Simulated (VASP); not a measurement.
Crystal: SnO2.

```
Sn O
1.0
     0.00000    2.53347    2.53347
     2.53347    0.00000    2.53347
     2.53347    2.53347    0.00000
Sn O
1 2
Direct
  0.00000 0.00000 0.00000
  0.25000 0.25000 0.25000
  0.75000 0.75000 0.75000
```

Base run:

| Quantity | Value |
| --- | --- |
| Program | VASP 6.6.1 |
| Functional | r2SCAN |
| Potentials or basis | VASP PAW PBE potentials, release 64 (Sn_d, O) |
| Cutoff | 520 eV |
| k mesh | 8 × 8 × 8 |
| Occupations | gaussian, width 0.01 eV |
| Spin | no spin polarisation |

Its results: band gap on the k mesh 0.86 eV, indirect (least direct gap 2.29 eV); pressure 1.4 GPa.

Task: The run is repeated on the same cell with these changes: functional from r2SCAN to PBE; k mesh from 8 × 8 × 8 to 6 × 6 × 6. What comes out?

Result: Band gap on the k mesh 0.30 eV, indirect (least direct gap 1.68 eV); pressure 10.0 GPa.

Several settings changed at once, so the effect can't be laid on one alone.

Caveats: spin-orbit coupling is left out, which moves the levels of the heavy elements; the PAW data sets were made with another functional, which shifts forces and pressure a little (some runs).

A k mesh can miss the band edges.
